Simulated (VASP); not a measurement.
Input of a VASP 6.6.1 run:

File INCAR:

```
SYSTEM = Ca3Zn6As6CO
PREC     = Accurate       ! precision mode
ENCUT    = 520            ! plane-wave cutoff, eV
EDIFF    = 1E-7           ! SCF threshold, eV
ISMEAR   = -1             ! smearing method
SIGMA    = 0.1            ! smearing width, eV
LREAL    = Auto         
LASPH    = .True.         ! aspherical terms in the spheres
NELM     = 100            ! most SCF steps
ALGO     = Normal         ! electronic algorithm
ISIF     = 2              ! what is computed and relaxed
LWAVE    = .False.        ! write WAVECAR
LCHARG   = .True.         ! write CHGCAR
LELF     = .True.         ! ELF
LVHAR    = .True.       
NBANDS   = 85             ! bands
```

Contents of KPOINTS:

```
regular mesh
0
Gamma
  2 2 1
  0 0 0
```

POSCAR

```
Ca3Zn6As6CO
1.0
    7.1855040000      0.0000000000      0.0000000000
    0.0000000000      7.0073420000      0.0000000000
    0.0000000000      0.0000000000     17.1485520000
Ca Zn As C O
3 6 6 1 1
Direct
    0.0000000000      0.0000000000      0.0583139614
    0.4827775477      0.0253876577      0.1603808881
    0.9753386819     -0.0453238903      0.2846187830
    0.3333377867      0.3695267050      0.0583139614
    0.6666616566      0.6304673013      0.0583139614
    0.8032421943      0.3108453962      0.1938297764
    0.2097973921      0.6488622933      0.1924302413
    0.3244587993      0.3731372038      0.2776444332
    0.6056081800      0.5711723504      0.2520212785
    0.3333377867      0.7395100739      0.0583139614
    0.6666616566      0.2604839324      0.0583139614
    0.8578243085      0.7312330410      0.1629408710
    0.1548395213      0.2682329477      0.1638447374
    0.2806483721      0.6740787020      0.3312466265
    0.6216126245      0.2233086383      0.3066148092
    0.7388208259      0.7289211801      0.3993048509
    0.7888381942      0.8811615018      0.3978295077
```

Potentials or basis: VASP PAW LDA potentials, release 64 (Ca_sv, Zn, As, C, O).

Run with:

```bash
$ cat potpaw_LDA.64/Ca_sv/POTCAR potpaw_LDA.64/Zn/POTCAR potpaw_LDA.64/As/POTCAR potpaw_LDA.64/C/POTCAR potpaw_LDA.64/O/POTCAR > POTCAR
$ mpirun -np 1 vasp_std > vasp.out
```

Question: What does it give for the band gap on the k mesh?

Answer: 0.55 eV, indirect (the least direct gap lies 3.8 meV higher).

Question: What does it give for the largest force?

Answer: 3.290 eV/Å.

Forces on the atoms (eV/Å):
```
Ca  -0.073  0.082 -0.065
Ca   0.156 -0.592  0.549
Ca   0.219  0.587  0.004
Zn   1.053  1.061 -0.088
Zn  -0.890 -0.941  0.407
Zn   0.355  0.030 -0.876
Zn  -0.314  0.134 -0.784
Zn   0.139 -0.776  0.183
Zn   0.156  0.447  0.505
As   0.000 -0.817 -0.126
As   0.031  0.997 -0.661
As  -0.370 -0.273  0.633
As  -1.328 -0.614  0.896
As   0.572  0.604 -0.465
As   0.444  0.413 -0.213
C   -1.226 -3.053  0.010
O    1.078  2.712  0.091
```

Caveat: the k points lie up to 0.45 Å⁻¹ apart.
